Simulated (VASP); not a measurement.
Crystal: SnTe.

```
Te Sn
1.0
     0.00000    3.19231    3.19231
     3.19231    0.00000    3.19231
     3.19231    3.19231    0.00000
Te Sn
1 1
Direct
  0.50000 0.50000 0.50000
  0.00000 0.00000 0.00000
```

This cell differs from its parent crystal: volume scaled by 1.04.

Base run:

* Program: VASP 6.6.1
* Functional: PBEsol
* Potentials or basis: VASP PAW PBE potentials, release 64 (Te, Sn_d)
* Cutoff: 520 eV
* k mesh: 7 × 7 × 7
* Occupations: fermi-dirac, width 0.05 eV
* Spin: no spin polarisation

Its results: pressure -2.0 GPa.

Problem. The run is repeated on the same cell with these changes: dispersion from none to D4. What comes out?

Solution. Pressure -3.1 GPa.

Dispersion adds attraction, which lowers the pressure at fixed volume and, as a term added to the energy, leaves the levels alone.

Caveats: the PAW data sets were made with another functional, which shifts forces and pressure a little; spin-orbit coupling is left out, which moves the levels of the heavy elements.
